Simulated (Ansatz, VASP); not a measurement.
## One calculation of BP, two programs

```
CELL_PARAMETERS angstrom
0.00000 2.27419 2.27419
2.27419 0.00000 2.27419
2.27419 2.27419 0.00000
ATOMIC_POSITIONS crystal
B 0.00000 0.00000 0.00000
P 0.25000 0.25000 0.25000
```

Alike in both runs: functional PBE; k mesh 10 × 10 × 10; occupations gaussian, width 0.02 eV; no spin polarisation.

Ansatz relaxed the structure, and its values are those at the end. VASP's run is a single point on that final structure, the one shown.

|  | VASP | Ansatz |
| --- | --- | --- |
| version | VASP 6.6.1 | Ansatz 0.2.0 |
| potentials or method | VASP PAW PBE potentials, release 64 (B, P) | scalar-relativistic, plane waves |
| plane-wave cutoff (eV) | 500 | 1116 |
| valence electrons in the cell | 8 | 8 |

|  | VASP | Ansatz | Ansatz less VASP |
| --- | --- | --- | --- |
| gap on the k mesh at the Fermi level (eV) | 1.25 | 1.26 | +0.007 |
| least direct gap on the mesh (eV) | 3.39 | 3.39 | +0.003 |
| pressure (GPa) | -0.2 | 0.0 | +0.23 |

The functional is the same, so the differences come from potentials, cutoffs and numerics.
